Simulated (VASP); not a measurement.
# TaN (P-62m) in VASP: a series of runs, part 2 of 2

VASP 6.6.1. Earlier steps stand in the parts before.

### 4 Relaxation of cell and atoms, LDA, target pressure 5 GPa, at which the enthalpy is minimised

INCAR reads:

```
ALGO     = Normal         # electronic algorithm
EDIFF    = 1E-6           # SCF threshold, eV
EDIFFG   = -0.01          # ionic threshold
ENCUT    = 600            # plane-wave cutoff, eV
IBRION   = 2              # ionic algorithm
ISIF     = 3              # what is computed and relaxed
ISMEAR   = -1             # smearing method
LASPH    = T              # aspherical terms in the spheres
LCHARG   = F              # write CHGCAR
LREAL    = F              # projectors in reciprocal space
LWAVE    = F              # write WAVECAR
NELM     = 100            # most SCF steps
NSW      = 60             # ionic steps
PREC     = Accurate       # precision mode
PSTRESS  = 50.0         
SIGMA    = 0.1            # smearing width, eV
```

KPOINTS reads:

```
k-points
0
Gamma
  5 5 8
```

POSCAR reads:

```
TaN
1.0
    5.1960000000      0.0000000000      0.0000000000
   -2.5980000000      4.4998680000      0.0000000000
    0.0000000000      0.0000000000      2.9110000000
Ta N
3 3
Direct
    0.3333333333      0.6666666667      0.5000000000
    0.6666666667      0.3333333333      0.5000000000
    0.0000000000      0.0000000000      0.0000000000
    0.3928500000      0.0000000000      0.0000000000
    0.6071500000      0.6071500000      0.0000000000
    0.0000000000      0.3928500000      0.0000000000
```

Potentials or basis: VASP PAW LDA potentials, release 64 (Ta_pv, N).

Launch:

```bash
cat potpaw_LDA.64/Ta_pv/POTCAR potpaw_LDA.64/N/POTCAR > POTCAR
mpirun -np 1 vasp_std > vasp.out
```

OUTCAR:

```text
EDIFF = 1E-6
   EDIFFG = -0.01
   ENCUT = 600
   IBRION = 2
   ISIF = 3
   ISMEAR = -1
   LASPH = T
   LREAL = F
   NELM = 100
   NSW = 60
   PREC = Accurate
   PSTRESS = 50.0

 ion  position               nearest neighbor table
   1  0.333  0.667  0.500-   5 2.16   5 2.16   6 2.16   6 2.16   4 2.16   4 2.16   2 3.00   2 3.00
                             2 3.00   3 3.33   3 3.33   3 3.33   3 3.33   3 3.33   3 3.33
   2  0.667  0.333  0.500-   6 2.16   6 2.16   4 2.16   4 2.16   5 2.16   5 2.16   1 3.00   1 3.00
                             1 3.00   3 3.33   3 3.33   3 3.33   3 3.33   3 3.33   3 3.33
   3  0.000  0.000  0.000-   4 2.04   5 2.04   6 2.04   2 3.33   1 3.33   1 3.33   2 3.33   2 3.33
                             2 3.33   1 3.33   1 3.33   2 3.33   2 3.33   1 3.33   1 3.33
   4  0.393  0.000  0.000-   3 2.04   1 2.16   1 2.16   2 2.16   2 2.16
   5  0.607  0.607  0.000-   3 2.04   1 2.16   1 2.16   2 2.16   2 2.16
   6  0.000  0.393  0.000-   3 2.04   2 2.16   2 2.16   1 2.16   1 2.16

  LATTYP: Found a hexagonal cell.
 ALAT       =     5.1960000000
 C/A-ratio  =     0.5602386451

  Lattice vectors:

 A1 = (   5.1960000000,   0.0000000000,   0.0000000000)
 A2 = (  -2.5980000000,   4.4998680000,   0.0000000000)
 A3 = (   0.0000000000,   0.0000000000,   2.9110000000)

Analysis of symmetry for initial positions (statically):
=====================================================================
 Subroutine PRICEL returns:
 Original cell was already a primitive cell.

[... 186 lines left out ...]
  in kB      -74.4153166    -74.4153167   -101.2644047      0.0000000      0.0000000      0.0000000
  external PRESSURE =    -133.3650127 kB  Pullay stress =      50.0000000 kB
[... 109 lines left out ...]
  energy  without entropy=      -74.1209226643  energy(sigma->0) =      -74.13373241

  enthalpy is  TOTEN    =       -72.1001252808 eV   P V=        2.0464168797

[... ionic steps 4 to 8 ...]

--------------------------------------- Ionic step        9  -------------------------------------------

 number of electron      48.0000003 magnetization

------------------------ aborting loop because EDIFF is reached ----------------------------------------
[... 79 lines left out ...]
--------------------------------------- Ionic step       11  -------------------------------------------

 number of electron      48.0000003 magnetization

 Free energy of the ion-electron system (eV)
  ---------------------------------------------------
  ext. energy  EPLUGINS =         0.00000000
  ---------------------------------------------------
  free energy    TOTEN  =       -74.14332441 eV

  energy without entropy =      -74.11763284  energy(sigma->0) =      -74.13047862

 E-fermi :   8.7544     XC(G=0): -13.4509

 val. band max:        8.5548980415   @ k =   0.2000  -0.0000   0.1250
 cond. band min:       8.8861992654   @ k =   0.2000  -0.0000   0.2500
 fundamental gap:      0.3313012239
 Fermi energy:         8.7544000737

 k-point     1 :       0.0000    0.0000    0.0000
  band No.  band energies     occupation
      1     -27.4117      2.00000
      2     -27.4117      2.00000
      3     -27.0171      2.00000
      4     -27.0171      2.00000
      5     -26.7930      2.00000
      6     -26.6644      2.00000
[... 733 lines left out ...]
     27      10.9009      0.00000
     28      10.9756      0.00000

 [... further k-points ...]
[... 5 lines left out ...]
  --------------------------------------------------------------------------------------
  -------------------------------------------------------------------------------------
  Total        2.0761265      2.0761265      2.0332136      0.0000000      0.0000000      0.0000000
  in kB       50.8313751     50.8313751     49.7807076      0.0000000      0.0000000      0.0000000
  external PRESSURE =       0.4811526 kB  Pullay stress =      50.0000000 kB
[... 25 lines left out ...]
  energy  without entropy=      -74.1176328411  energy(sigma->0) =      -74.13047862

  enthalpy is  TOTEN    =       -72.1011541250 eV   P V=        2.0421702821

 reached required accuracy - stopping structural energy minimisation
```

OSZICAR:

```text
N       E                     dE             d eps       ncg     rms          rms(c)
DAV:   1     0.480733050090E+03    0.48073E+03   -0.29151E+04  1400   0.200E+03
[... 80 lines left out ...]
DAV:   3    -0.741444875571E+02    0.52856E-06   -0.16753E-06   872   0.101E-02
  10 F= -.72101128E+02 E0= -.72088306E+02  d E =-.115455E-03
       N       E                     dE             d eps       ncg     rms          rms(c)
DAV:   1    -0.741434658313E+02    0.10223E-02   -0.11427E-02  1408   0.854E-01    0.102E-01
DAV:   2    -0.741433631241E+02    0.10271E-03   -0.28362E-04  1636   0.132E-01    0.452E-02
DAV:   3    -0.741433242530E+02    0.38871E-04   -0.11570E-04  1716   0.750E-02    0.138E-02
DAV:   4    -0.741433244071E+02   -0.15404E-06   -0.46572E-06  1572   0.149E-02
  11 F= -.72101154E+02 E0= -.72088308E+02  d E =-.259821E-04
```

Wall time 2.2 min (1 thread of Intel Xeon 6975P-C (Granite Rapids), shared host); peak memory 0.22 GiB.

Results:

| Item | Value |
| --- | --- |
| Free energy | -74.1433 eV |
| Relaxed volume | 10.91 Å³/atom |
| Relaxed cell | a = 5.133 Å, b = 5.133 Å, c = 2.867 Å, α = 90.00°, β = 90.00°, γ = 120.00° |
| Space group after relaxing (to 0.1 Å) | P-62m (No. 189) |
| Energy change on relaxing (the run minimises the enthalpy) | -5.2 meV/atom |
| Ionic steps | 11 |
| Pressure after relaxing | 5.0 GPa |
| Largest force after relaxing | 0.003 eV/Å |
| Band gap on the k mesh | zero (bands 24 and 25 overlap by 3.22 eV) |

Forces in eV/Å, atoms in the order of the input:
```
Ta   0.000  0.000  0.000
Ta   0.000  0.000  0.000
Ta   0.000  0.000  0.000
N    0.003  0.000  0.000
N   -0.002 -0.003  0.000
N   -0.002  0.003  0.000
```

Step by step:
```
step  energy change (eV)  largest force (eV/Å)  pressure (GPa)  volume (Å³)
   1              0.0000                0.0605           -8.34        68.06
   2              1.0129                0.5860           51.72        59.18
   3             -0.0347                0.1013            4.44        65.57
   4             -0.0321                0.1074            4.93        65.49
   5             -0.0305                0.1109            5.22        65.43
   6             -0.0307                0.0011            5.20        65.42
   7             -0.0308                0.0232            5.21        65.42
   8             -0.0343                0.0041            4.56        65.53
   9             -0.0328                0.0082            4.83        65.48
  10             -0.0327                0.0095            4.87        65.48
  11             -0.0315                0.0032            5.05        65.44
```

Final structure:
```
CELL_PARAMETERS angstrom
5.13349 0.00000 0.00000
-2.56674 4.44573 0.00000
0.00000 0.00000 2.86732
ATOMIC_POSITIONS crystal
Ta 0.33333 0.66667 0.50000
Ta 0.66667 0.33333 0.50000
Ta 0.00000 0.00000 0.00000
N 0.39365 0.00000 0.00000
N 0.60635 0.60635 0.00000
N 0.00000 0.39365 0.00000
```

Levels at points of the mesh, in eV from the Fermi level:
| k point | band 22 | band 23 | band 24 | band 25 | band 26 | band 27 |
| --- | --- | --- | --- | --- | --- | --- |
| (0.00, 0.00, 0.00) | -3.47 | -2.12 | -1.11 | -1.11 | 0.45 | 0.45 |
| (0.00, 0.00, 0.50) | -3.12 | -3.12 | 1.85 | 1.85 | 2.02 | 2.17 |

Caveat: the cell is relaxed towards a set pressure, so the run minimises the enthalpy, not the energy; spin-orbit coupling is left out, which moves the levels of the heavy elements. Zero-point motion and thermal expansion aren't in these numbers.

### 5 Summary

```csv
cell,gap on the mesh (eV),pressure (GPa)
relaxed,none,0.0
relaxed to 2 GPa,none,2.0
relaxed to 5 GPa,none,5.0
```

Alike in all rows: task relaxation of cell and atoms; level LDA; potentials or basis VASP PAW LDA potentials, release 64 (Ta_pv, N); no spin polarisation; k mesh 5 × 5 × 8; cutoff (eV) 600; smearing fermi-dirac 0.1 eV.

Caveats: spin-orbit coupling is left out, which moves the levels of the heavy elements; the cell is relaxed towards a set pressure, so the run minimises the enthalpy, not the energy (at least some runs).

Total energies depend on the potentials used, so only differences within one code and one set of settings carry meaning.
